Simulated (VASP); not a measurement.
Wanted: the native input for a VASP 6.6.1 run.

* Task: single point
* Functional: PBE
* Potentials or basis: VASP PAW PBE potentials, release 64 (W_sv, N)
* Cutoff: 520 eV
* k mesh: 8 × 8 × 8
* Occupations: gaussian, width 0.1 eV
* Spin: no spin polarisation
* Dipole correction: no
* Further INCAR settings: ALGO = Normal; EDIFF = 1e-06; NBANDS = 40

The structure of W3N4 lies in POSCAR:

```
W3N4
1.0
    4.1220000000      0.0000000000      0.0000000000
    0.0000000000      4.1220000000      0.0000000000
    0.0000000000      0.0000000000      4.1220000000
W N
3 4
Direct
    0.5000000000      0.5000000000      0.0000000000
    0.0000000000      0.5000000000      0.5000000000
    0.5000000000      0.0000000000      0.5000000000
    0.5000000000      0.5000000000      0.5000000000
    0.5000000000      0.0000000000      0.0000000000
    0.0000000000      0.5000000000      0.0000000000
    0.0000000000      0.0000000000      0.5000000000
```

One way to write it, as run:

INCAR

```
SYSTEM = W3N4
PREC     = Accurate       ! precision mode
ENCUT    = 520            ! plane-wave cutoff, eV
EDIFF    = 1E-6           ! SCF threshold, eV
ISMEAR   = 0              ! smearing method
SIGMA    = 0.1            ! smearing width, eV
LREAL    = .FALSE.        ! projectors in reciprocal space
LASPH    = .TRUE.         ! aspherical terms in the spheres
NELM     = 100            ! most SCF steps
ALGO     = Normal         ! electronic algorithm
ISIF     = 2              ! what is computed and relaxed
LWAVE    = .FALSE.        ! write WAVECAR
LCHARG   = .FALSE.        ! write CHGCAR
GGA      = PE             ! functional
NBANDS   = 40             ! bands
```

KPOINTS

```
regular mesh
0
G
  8 8 8
  0 0 0
```

Potentials or basis: VASP PAW PBE potentials, release 64 (W_sv, N).

Command:

```console
$ cat potpaw_PBE.64/W_sv/POTCAR potpaw_PBE.64/N/POTCAR > POTCAR
$ mpirun -np 1 vasp_std > vasp.out
```

It gave:

The pressure is 29.1 GPa and the band gap on the k mesh is zero (band 31 reaches 12.86 eV, above the bottom of band 32 at 10.29 eV).

Caveat: spin-orbit coupling is left out, which moves the levels of the heavy elements.

Wall time 100 s on 1 thread of Intel Xeon 8259CL, with other jobs on the host, peak memory 0.22 GiB.
